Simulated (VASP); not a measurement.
# Se (R-3m) in VASP: single point with LDA

Aim: the single point of Se with LDA.

Everything below comes from runs of VASP 6.6.1. Logs are shortened: lines on timing, memory, paths and dates and some standing lists are left out, and cuts for length are marked.

**1. The cell of the first run**

It takes space group R-3m (No. 166, trigonal). The conventional cell has a = 3.771 Å, b = 3.771 Å, c = 2.591 Å, α = 90.00°, β = 90.00°, γ = 120.00°. Within 3.1 Å of Se (site symmetry -3m) lie 14 Se at 2.34 to 2.78 Å.

**2. Single point, LDA**

INCAR

```
SYSTEM = Se
PREC = Accurate
ENCUT = 520
EDIFF = 1E-7
ISMEAR = -1
SIGMA = 0.1
LREAL = .False.
LASPH = .True.
NELM = 100
ALGO = Normal
ISIF = 2
LWAVE = .False.
LCHARG = .False.
NBANDS = 9
```

KPOINTS

```
Automatic mesh
0
Gamma
  13 13 13
  0 0 0
```

POSCAR

```
Se
1.0
    1.8857032593      1.0887110216      0.8636687457
   -1.8857032593      1.0887110216      0.8636687457
    0.0000000000     -2.1774230229      0.8636687457
Se
1
Direct
    0.0000000000      0.0000000000      0.0000000000
```

Potentials or basis: VASP PAW LDA potentials, release 64 (Se).

On the command line:

```sh
> cat potpaw_LDA.64/Se/POTCAR > POTCAR
> mpirun -np 1 vasp_std > vasp.out
```

OUTCAR:

```text
SYSTEM = Se
   PREC = Accurate
   ENCUT = 520
   EDIFF = 1E-7
   ISMEAR = -1
   LREAL = .False.
   LASPH = .True.
   NELM = 100
   ISIF = 2

 ion  position               nearest neighbor table
   1  0.000  0.000  0.000-

  LATTYP: Found a trigonal (rhomboedric) cell.
 ALAT       =     2.3424548497
 COS(alpha) =    -0.2960876750

  Lattice vectors:

 A1 = (   1.8857032593,   1.0887110216,   0.8636687457)
 A2 = (  -1.8857032593,   1.0887110216,   0.8636687457)
 A3 = (   0.0000000000,  -2.1774230229,   0.8636687457)

Analysis of symmetry for initial positions (statically):
=====================================================================
 Subroutine PRICEL returns:
 Original cell was already a primitive cell.

 Routine SETGRP: Setting up the symmetry group for a
 trigonal (rhombohedral) supercell.

 Subroutine GETGRP returns: Found 12 space group operations
 (whereof 12 operations were pure point group operations)
 out of a pool of 12 trial point group operations.

The static configuration has the point symmetry D_3d.

Analysis of symmetry for dynamics (positions and initial velocities):
=====================================================================
 Subroutine PRICEL returns:
 Original cell was already a primitive cell.

 Routine SETGRP: Setting up the symmetry group for a
 trigonal (rhombohedral) supercell.

 Subroutine GETGRP returns: Found 12 space group operations
 (whereof 12 operations were pure point group operations)
 out of a pool of 12 trial point group operations.

The dynamic configuration has the point symmetry D_3d.

 Subroutine INISYM returns: Found 12 space group operations
 (whereof 12 operations are pure point group operations),
 and found     1 'primitive' translations

----------------------------------------------------------------------------------------

                                     Primitive cell

  volume of cell :      10.6386

  direct lattice vectors                    reciprocal lattice vectors
     1.885703259  1.088711022  0.863668746     0.265153066  0.153086185  0.385950499
    -1.885703259  1.088711022  0.863668746    -0.265153066  0.153086185  0.385950499
     0.000000000 -2.177423023  0.863668746     0.000000000 -0.306172370  0.385950325

  length of vectors
     2.342454305  2.342454305  2.342454850     0.492645223  0.492645223  0.492645079

  position of ions in fractional coordinates (direct lattice)
[... 74 lines left out ...]
   LASPH  =      T    aspherical Exc in radial PAW
   ENCUT  =  520.0 eV  38.22 Ry    6.18 a.u.   4.36  4.36  4.36*2*pi/ulx,y,z
   NELM   =    100;   NELMIN=  2; NELMDL= -5     # of ELM steps
   EDIFF  = 0.1E-06   stopping-criterion for ELM
   LREAL  =      F    real-space projection
   EDIFFG = 0.1E-05   stopping-criterion for IOM
   NSW    =      0    number of steps for IOM
   IBRION =     -1    ionic relax: 0-MD 1-quasi-New 2-CG
   NFREE  =      0    steps in history (QN), initial steepest desc. (CG)
   ISIF   =      2    stress and relaxation
   ISYM   =      2    0-nonsym 1-usesym 2-fastsym
   POTIM  = 0.5000    time-step for ionic-motion
   TEBEG  =    0.0;   TEEND  =   0.0 temperature during run
   PSTRESS=    0.0 pullay stress
   NELECT =       6.0000    total number of electrons
   NUPDOWN=      -1.0000    fix difference up-down
   EMIN   =  10.00;   EMAX   =-10.00  energy-range for DOS
   EFERMI =   0.00;   METHOD = LEGACY
   ISMEAR =    -1;   SIGMA  =   0.10  broadening in eV -4-tet -1-fermi 0-gaus
   EFERMI_NEDOS =   21; number of points for ismear=-14 and -15
   IALGO  =     38    algorithm
   IMIX   =      4    mixing-type and parameters
     AMIX     =   0.40;   BMIX     =  1.00
     AMIX_MAG =   1.60;   BMIX_MAG =  1.00
  volume/ion in A,a.u.               =      10.64        71.79
  Fermi-wavevector in a.u.,A,eV,Ry     =   1.352582  2.556010 24.891575  1.829479
  Thomas-Fermi vector in A             =   2.479909
   LORBIT       =      0    0 simple, 1 ext, 2 COOP (PROOUT), +10 PAW based schemes
   GGA     = CA    functional components
   LHFCALC =     F    Hartree Fock is set to
   AEXX    =    0.0000 exact exchange contribution
   IVDW    =     0    specifies the selected vdW correction
   LEPSILON=     F    determine dielectric tensor
   LRPA    =     F    only Hartree local field effects (RPA)
 non-spin polarized calculation
  energy-cutoff  :      520.00
  volume of cell :       10.64
 maximum number of plane-waves:       297
 NGX is ok and might be reduce to    18
   NGX =  9   NGY =  9   NGZ =  9

 number of electron       5.9999999 magnetization

 Free energy of the ion-electron system (eV)
  ---------------------------------------------------
  ext. energy  EPLUGINS =         0.00000000
  ---------------------------------------------------
  free energy    TOTEN  =        -0.79617237 eV

  energy without entropy =       -0.78534341  energy(sigma->0) =       -0.79075789

 E-fermi :  16.5672     XC(G=0): -13.8230

 val. band max:       16.4066706884   @ k =   0.4615   0.1538   0.0769
 cond. band min:      16.5752592495   @ k =  -0.3077   0.2308   0.1538
 fundamental gap:      0.1685885610
 Fermi energy:        16.5672437758

 k-point     1 :       0.0000    0.0000    0.0000
  band No.  band energies     occupation
      1      -8.1851      2.00000
      2      22.4797      0.00000
      3      24.8332      0.00000
      4      24.8332      0.00000
      5      29.1364      0.00000
      6      29.1364      0.00000
      7      31.7270      0.00000
      8      35.2577      0.00000
      9      35.2580      0.00000
[... 265 lines left out ...]
 k-point    24 :       0.4615    0.1538    0.0000
  band No.  band energies     occupation
      1       0.0504      2.00000
      2       3.4230      2.00000
      3      13.7547      2.00000
      4      19.5266      0.00000
      5      26.7725      0.00000
      6      31.5625      0.00000
      7      37.0894      0.00000
      8      38.4597      0.00000
      9      43.5031      0.00000

 [... further k-points ...]
[... 5 lines left out ...]
  --------------------------------------------------------------------------------------
  -------------------------------------------------------------------------------------
  Total       12.8732801     12.8732817     12.0462997      0.0000000     -0.0000046      0.0000000
  in kB     1938.7206998   1938.7209270   1814.1771472      0.0000000     -0.0006860      0.0000000
  external PRESSURE =    1897.2062580 kB  Pullay stress =       0.0000000 kB

 VOLUME and BASIS-vectors are now :
 -----------------------------------------------------------------------------
  energy-cutoff  :      520.00
  volume of cell :       10.64
      direct lattice vectors                 reciprocal lattice vectors
     1.885703259  1.088711022  0.863668746     0.265153066  0.153086185  0.385950499
    -1.885703259  1.088711022  0.863668746    -0.265153066  0.153086185  0.385950499
     0.000000000 -2.177423023  0.863668746     0.000000000 -0.306172370  0.385950325

 POSITION                                       TOTAL-FORCE (eV/Angst)
 -----------------------------------------------------------------------------------
      0.00000      0.00000      0.00000         0.000000     -0.000000     -0.000000
 -----------------------------------------------------------------------------------
    total drift:                               -0.000000      0.000000      0.000000

  FREE ENERGIE OF THE ION-ELECTRON SYSTEM (eV)
  ---------------------------------------------------
  free  energy   TOTEN  =        -0.7961723702 eV

  energy  without entropy=       -0.7853434057  energy(sigma->0) =       -0.79075789
```

stdout:

```text
POSCAR found type information on POSCAR Se
 POSCAR found :  1 types and       1 ions
 scaLAPACK will be used
 LDA part: xc-table for (Slater(with rela. corr.)+CA(PZ))
 , standard interpolation
 POSCAR, INCAR and KPOINTS ok, starting setup
 FFT: planning ... GRIDC
 FFT: planning ... GRID_SOFT
 FFT: planning ... GRID
 WAVECAR not read
 entering main loop
```

Wall time 13 s (1 thread of Intel Xeon Platinum 8488C (Sapphire Rapids), shared host); peak memory 0.13 GiB.

Results:

```yaml
Free_energy: -0.7962 eV
Pressure: 189.7 GPa
Band_gap_on_the_k_mesh: zero (band 3 reaches 24.83 eV, above the bottom of band 4 at 8.86 eV)
```

Stress tensor (GPa, compression positive):
```
193.87   0.00   0.00
  0.00 193.87   0.00
  0.00   0.00 181.42
```

Levels at points of the mesh, in eV from the Fermi level:
```
           k point  band 1  band 2  band 3  band 4  band 5  band 6
(0.00, 0.00, 0.00)  -24.75    5.91    8.27    8.27   12.57   12.57
```
